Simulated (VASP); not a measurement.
Crystal: K.

```
K
1.0
     2.67147   -8.47446    0.00000
     2.67147    8.47446    0.00000
     0.00000    0.00000    7.07012
K
4
Cartesian
  2.6715 6.8135 6.4338
  2.6715 -1.6610 4.1714
  2.6715 -6.8135 0.6363
  2.6715 1.6610 2.8988
```

```yaml
Program: VASP 6.6.1
Task: relaxation of cell and atoms
Functional: PBEsol
Potentials_or_basis: VASP PAW PBE potentials, release 64 (K_sv)
Cutoff: 600 eV
k_mesh: 4 × 4 × 4
Occupations: gaussian, width 0.1 eV
Spin: no spin polarisation
```

At the start: pressure 0.6 GPa; volume 80.03 Å³/atom.

Question: How do energy, volume and symmetry change on relaxing?

Answer: Over 29 steps the energy falls by 312.4 meV/atom and the volume is 73.41 Å³/atom (-8.3 %); space group Cmce (No. 64, to 0.1 Å) before, Fmmm (No. 69, to 0.1 Å).

The path:
```csv
step,energy change (eV),largest force (eV/Å),pressure (GPa),volume (Å³)
1,0.0000,0.6484,0.64,320.13
2,-0.1345,0.5696,0.44,335.03
3,-0.3789,0.3800,0.00,382.26
4,-0.3835,0.1631,-0.41,488.49
5,-0.4466,0.2465,-0.28,434.09
6,-0.4468,0.2681,-0.24,423.61
7,-0.5080,0.2739,-0.25,411.56
8,-0.6954,0.2853,-0.26,376.76
9,-1.0235,0.2443,-0.11,312.97
10,-0.4696,0.3691,2.60,207.12
11,-1.0544,0.2442,0.12,288.95
12,-1.0517,0.1145,0.70,252.40
13,-1.0797,0.1854,0.38,268.85
14,-1.1465,0.0822,0.32,271.14
15,-1.1758,0.0443,0.31,273.92
16,-1.2044,0.0144,0.06,290.52
17,-1.2081,0.0171,-0.07,301.69
18,-1.2083,0.0153,-0.05,300.07
19,-1.2130,0.0154,-0.03,298.59
20,-1.2175,0.0155,0.01,295.18
21,-1.2220,0.0070,0.01,294.52
22,-1.2326,0.0235,0.04,291.99
23,-1.2090,0.1060,0.14,284.58
24,-1.2341,0.0343,0.04,291.07
25,-1.2398,0.0416,0.03,292.09
26,-1.2452,0.0564,0.00,294.07
27,-1.2453,0.0551,0.00,293.89
28,-1.2472,0.0475,0.00,293.83
29,-1.2495,0.0265,-0.01,293.63
```

Final structure:
```
K
1.0
     2.43689   -7.96329    0.00000
     2.43689    7.96329    0.00000
     0.00000    0.00000    7.56556
K
4
Direct
  0.13422 0.86578 0.99901
  0.63422 0.36578 0.50099
  0.86578 0.13422 0.00099
  0.36578 0.63422 0.49901
```

Caveat: the PAW data sets were made with another functional, which shifts forces and pressure a little.
